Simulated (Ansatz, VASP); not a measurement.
**W in VASP and in Ansatz**

File INCAR:

```
  PREC = Accurate
  ENCUT = 600
  EDIFF = 1E-7
  ISMEAR = -1
  SIGMA = 0.05
  LREAL = False
  LASPH = True
  NELM = 100
  ALGO = Normal
  ISIF = 3
  LWAVE = False
  LCHARG = False
  GGA = PE
  IBRION = 2
  NSW = 45
  EDIFFG = -0.005
```

Contents of KPOINTS:

```
Automatic mesh
0
Gamma
  18 18 18
```

The input POSCAR:

```
W
1.0
   -1.5918097860      1.5918097860      1.5918097860
    1.5918097860     -1.5918097860      1.5918097860
    1.5918097860      1.5918097860     -1.5918097860
W
1
Direct
    0.0000000000      0.0000000000      0.0000000000
```

Input for Ansatz:

```yaml
crystal:
  lattice:
    - [-1.591809786, 1.591809786, 1.591809786]
    - [1.591809786, -1.591809786, 1.591809786]
    - [1.591809786, 1.591809786, -1.591809786]
  atoms:
    - { symbol: W, position: [0.0, 0.0, 0.0] }
kpoints:
  mp_grid: { grid: [18, 18, 18] }
scf:
  occupations: { method: fermi_dirac, width: 0.05 }
hamiltonian:
  xc: pbe
  pseudopotentials: { kind: all_electron, lapw: { basis_error: 0.0005 } }
output:
  forces: true
  stress: true
  eigenvalues: true
  populations: true
relax:
  f_tol: 0.005
  max_steps: 25
  cell: {}
```

Alike in both runs: task relaxation of cell and atoms; functional PBE; k mesh 18 × 18 × 18; occupations fermi-dirac, width 0.05 eV; no spin polarisation.

|  | VASP | Ansatz |
| --- | --- | --- |
| version | VASP 6.6.1 | Ansatz 0.2.0 |
| potentials or method | VASP PAW PBE potentials, release 64 (W_sv), cutoff 600 eV | all-electron LAPW, scalar-relativistic |

Ansatz gave:

```
relaxed volume (Å³/atom)                                        : 16.14
relaxed length of the cell vector where the two differ most in proportion (Å) : 2.757
```

Which values does VASP return?

Relaxed volume (Å³/atom): 16.16; relaxed length of the cell vector where the two differ most in proportion (Å): 2.759.

Ansatz ran all-electron here, and VASP with PAW potentials.

Neither program's run includes spin-orbit coupling.
